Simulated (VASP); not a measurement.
Input of a VASP 6.6.1 run:

Contents of INCAR:

```
SYSTEM = Pt
  ALGO = Fast
  EDIFF = 1E-6
  ENCUT = 520
  GGA = PS
  ISIF = 2
  ISMEAR = 0
  LASPH = .TRUE.
  LCHARG = .FALSE.
  LREAL = .FALSE.
  LWAVE = .FALSE.
  NBANDS = 39
  NELM = 80
  PREC = Accurate
  SIGMA = 0.15
```

The input KPOINTS:

```
k-points
0
G
  19 19 4
  0 0 0
```

The input POSCAR:

```
Pt
1.0
    1.9579000000     -1.9579000000      0.0000000000
    1.9579000000      0.0000000000     -1.9579000000
    8.9863005384      8.9863005384      8.9863005384
Pt
6
Direct
    0.6666666667      0.6666666667      0.0726108373
    0.0000000000      0.0000000000      0.7988644614
    0.3333333333      0.3333333333      0.2178615622
    0.6666666667      0.6666666667      0.5083630118
    0.0000000000      0.0000000000      0.3631122870
    0.3333333333      0.3333333333      0.6536137366
```

Potentials or basis: VASP PAW PBE potentials, release 64 (Pt).

The run is started by

```console
$ cat potpaw_PBE.64/Pt/POTCAR > POTCAR
$ mpirun -np 1 vasp_std > vasp.out
```

Problem. What does it give for the largest force?

Solution. 0.280 eV/Å.

Problem. What does it give for the band gap on the k mesh?

Solution. Zero (bands 30 and 31 overlap by 1.53 eV).

Problem. Estimate the pressure.

Solution. -5.1 GPa.

Forces on the atoms (eV/Å):
```
Pt  -0.162 -0.162 -0.162
Pt   0.162  0.162  0.162
Pt   0.106  0.106  0.106
Pt  -0.003 -0.003 -0.003
Pt   0.003  0.003  0.003
Pt  -0.106 -0.106 -0.106
```

Caveat: the cell differs from its parent crystal (the distance across one plane changed); the cell stands under tension; the PAW data sets were made with another functional, which shifts forces and pressure a little; spin-orbit coupling is left out, which moves the levels of the heavy elements.
